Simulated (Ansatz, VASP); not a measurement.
CaS in VASP and in Ansatz

File INCAR:

```
SYSTEM = CaS
PREC = Accurate ; ENCUT = 500
EDIFF = 1E-7 ; ISMEAR = 0
SIGMA = 0.01 ; LREAL = .False.
LASPH = .True. ; NELM = 120
ALGO = Normal ; ISIF = 3
LWAVE = .False. ; LCHARG = .False.
GGA = CA ; IBRION = 2
NSW = 100 ; EDIFFG = -0.002
GGA_COMPAT = .False. ; NELMIN = 4
```

Contents of KPOINTS:

```
regular mesh
0
Gamma
  6 6 6
  0 0 0
```

The input POSCAR:

```
CaS
1.0
    0.0000000000      2.8430000000      2.8430000000
    2.8430000000      0.0000000000      2.8430000000
    2.8430000000      2.8430000000      0.0000000000
Ca S
1 1
Direct
    0.0000000000      0.0000000000      0.0000000000
    0.5000000000      0.5000000000      0.5000000000
```

Input for Ansatz:

```yaml
crystal:
  lattice:
    - [0.0, 2.843, 2.843]
    - [2.843, 0.0, 2.843]
    - [2.843, 2.843, 0.0]
  atoms:
    - { symbol: Ca, position: [0.0, 0.0, 0.0] }
    - { symbol: S, position: [0.5, 0.5, 0.5] }
kpoints:
  mp_grid: { grid: [6, 6, 6] }
scf:
  occupations: { method: fixed }
  initial_density: { chi_scale: 0.1 }
  n_extra_bands: 2
hamiltonian:
  xc: lda
  pseudopotentials: { kind: paw }
relax:
  f_tol: 0.002
  max_steps: 80
  cell: {}
output:
  forces: true
  stress: true
```

Alike in both runs: task relaxation of cell and atoms; functional LDA; k mesh 6 × 6 × 6; no spin polarisation.

|  | VASP | Ansatz |
| --- | --- | --- |
| version | VASP 6.6.1 | Ansatz 0.2.0 |
| potentials or method | VASP PAW LDA potentials, release 64 (Ca_sv, S) | PAW with Ansatz's default frozen-core files, scalar-relativistic |
| plane-wave cutoff (eV) | 500 | 420 |
| occupations | gaussian, width 0.01 eV | fixed |
| valence electrons in the cell | 16 | 16 |

```csv
,VASP,Ansatz,Ansatz less VASP
relaxed volume (Å³/atom),21.62,21.54,-0.077
relaxed cell length with the largest relative difference (Å),3.940,3.935,-0.0047
```

LDA's correlation is that of Perdew and Zunger in VASP and of Perdew and Wang (1992) in Ansatz.
